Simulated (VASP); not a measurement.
Input of a VASP 6.6.1 run:

File INCAR:

```
SYSTEM = Mg5SiN2
PREC = Accurate ; ENCUT = 600
EDIFF = 1E-6 ; ISMEAR = 0
SIGMA = 0.15 ; LREAL = .FALSE.
LASPH = .TRUE. ; NELM = 120
ALGO = Normal ; ISIF = 2
LWAVE = .FALSE. ; LCHARG = .FALSE.
GGA = PE ; NBANDS = 22
GGA_COMPAT = .FALSE.
```

File KPOINTS:

```
regular mesh
0
G
  3 3 2
  0 0 0
```

POSCAR

```
Mg5SiN2
1.0
    5.9631689121     -0.0000000035      0.0000000000
   -2.9815844530      5.1642557667      0.0000000000
    0.0000000000      0.0000000000      5.6428300077
Mg Si N
5 1 2
Direct
    0.5000000000      0.0000000000      0.0700430535
    0.0000000000      0.5000000000      0.0700430535
    0.5000000000      0.5000000000      0.0700430535
    0.3333333333      0.6666666667      0.5673987950
    0.6666666667      0.3333333333      0.5673987950
    0.0000000000      0.0000000000      0.3178878591
    0.3333333333      0.6666666667      0.9118446552
    0.6666666667      0.3333333333      0.9118446552
```

Potentials or basis: VASP PAW PBE potentials, release 64 (Mg, Si, N).

The run is started by

```sh
$ cat potpaw_PBE.64/Mg/POTCAR potpaw_PBE.64/Si/POTCAR potpaw_PBE.64/N/POTCAR > POTCAR
$ mpirun -np 1 vasp_std > vasp.out
```

Task: Predict the largest force.

Result: 0.034 eV/Å.

Task: Estimate the pressure.

Result: 0.4 GPa.

Stress tensor (GPa, compression positive):
```
 0.68  0.00  0.00
 0.00  0.68  0.00
 0.00  0.00 -0.16
```

Caveat: the k points lie up to 0.56 Å⁻¹ apart.
